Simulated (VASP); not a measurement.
Here is a VASP 6.6.1 calculation.

File POSCAR:

```
AlPt
1.0
    3.1422360913      0.0000000000      0.0000000000
    0.0000000000      3.1422360913      0.0000000000
    0.0000000000      0.0000000000      3.1422360913
Al Pt
1 1
Direct
    0.0000000000      0.0000000000      0.0000000000
    0.5000000000      0.5000000000      0.5000000000
```

INCAR.step1

```
SYSTEM = AlPt
  PREC = Accurate
  ENCUT = 520
  ISMEAR = -1
  SIGMA = 0.03
  LREAL = .False.
  LASPH = .True.
  NELM = 80
  NBANDS = 14
  GGA = PE
  ALGO = Normal
  EDIFF = 1E-4
  LWAVE = .True.
  LCHARG = .False.
```

Contents of INCAR.step2:

```
SYSTEM = AlPt
  PREC = Accurate
  ENCUT = 520
  EDIFF = 1E-8
  ISMEAR = -1
  SIGMA = 0.03
  LREAL = .False.
  LASPH = .True.
  NELM = 80
  ALGO = Normal
  ISIF = 2
  LWAVE = .False.
  LCHARG = .False.
  METAGGA = R2SCAN
  LMIXTAU = .True.
  LEFG = .True.
  NBANDS = 14
  ISTART = 1
```

KPOINTS

```
regular mesh
0
Gamma
  11 11 11
  0 0 0
```

Potentials or basis: VASP PAW PBE potentials, release 64 (Al, Pt).

The run is started by

```console
$ cat potpaw_PBE.64/Al/POTCAR potpaw_PBE.64/Pt/POTCAR > POTCAR
$ cp INCAR.step1 INCAR
$ mpirun -np 1 vasp_std > vasp.out
$ cp INCAR.step2 INCAR
$ mpirun -np 1 vasp_std > vasp.out
```

(1) What does it give for the pressure?

(2) Estimate the band gap on the k mesh.

Results:

(1) -12.9 GPa.

(2) zero (an odd number of electrons rules out a gap without spin polarisation).

Caveat: the cell stands under tension; the PAW data sets were made with another functional, which shifts forces and pressure a little; spin-orbit coupling is left out, which moves the levels of the heavy elements.
